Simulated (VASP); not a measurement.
Ta, 1 atom in the cell. The structure is cubic, space group Pm-3m (No. 221). Conventional cell: a = 2.755 Å, b = 2.755 Å, c = 2.755 Å, α = 90.00°, β = 90.00°, γ = 90.00°. Within 3.6 Å of Ta (site symmetry m-3m) lie 6 Ta at 2.76 Å. 

* Program: VASP 6.6.1
* Task: single point
* Functional: revPBE
* Potentials or basis: VASP PAW PBE potentials, release 64 (Ta_pv)
* Cutoff: 520 eV
* k mesh: 13 × 13 × 13
* Occupations: fermi-dirac, width 0.1 eV
* Spin: no spin polarisation
* Dipole correction: no
* Further INCAR settings: ALGO = Normal; EDIFF = 1e-06; NBANDS = 12

Potentials or basis: VASP PAW PBE potentials, release 64 (Ta_pv).

Run with:

```bash
$ cat potpaw_PBE.64/Ta_pv/POTCAR > POTCAR
$ mpirun -np 1 vasp_std > vasp.out
```

Hardware: 1 thread of Intel(R) Xeon(R) Platinum 8259CL CPU @ 2.50GHz (Skylake/Cascade Lake), on a shared host.

Question: How long does it take, and how much memory?

Answer: It took 16 s on 1 thread of Intel(R) Xeon(R) Platinum 8259CL CPU @ 2.50GHz (Skylake/Cascade Lake), on a shared host, peak memory 0.13 GiB. Counts: scf iterations 11, k points 84.
